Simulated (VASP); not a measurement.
Here is a VASP 6.6.1 calculation.

The input INCAR:

```
PREC = Accurate
ENCUT = 520
EDIFF = 1E-7
ISMEAR = 0
SIGMA = 0.1
LREAL = F
LASPH = T
NELM = 80
ALGO = Normal
ISIF = 2
LWAVE = F
LCHARG = T
LDIPOL = T
IDIPOL = 3
DIPOL = 0.5 0.5 0.345
GGA = PE
LELF = T
LVHAR = T
LVACPOTAV = T
NBANDS = 26
```

KPOINTS

```
regular mesh
0
Gamma
  9 9 1
```

Contents of POSCAR:

```
Ti3H
1.0
    2.9075446922      0.0000000000      0.0000000000
    0.0000000000      2.9075446922      0.0000000000
    0.0000000000      0.0000000000     19.3059825228
Ti H
3 1
Direct
    0.5000000000      0.5000000000      0.2071896623
    0.0000000000      0.0000000000      0.3057583538
    0.5000000000      0.5000000000      0.4043297208
    0.6666666667      1.0000000000      0.4640366957
```

Potentials or basis: VASP PAW PBE potentials, release 64 (Ti_sv, H).

The run is started by

```sh
$ cat potpaw_PBE.64/Ti_sv/POTCAR potpaw_PBE.64/H/POTCAR > POTCAR
$ mpirun -np 1 vasp_std > vasp.out
```

**Question.** Predict the largest force.

**Answer.** 0.802 eV/Å.

Forces on the atoms (eV/Å):
```
Ti  -0.021  0.000  0.040
Ti   0.059  0.000 -0.800
Ti  -0.255  0.000  0.753
H    0.217  0.000  0.006
```
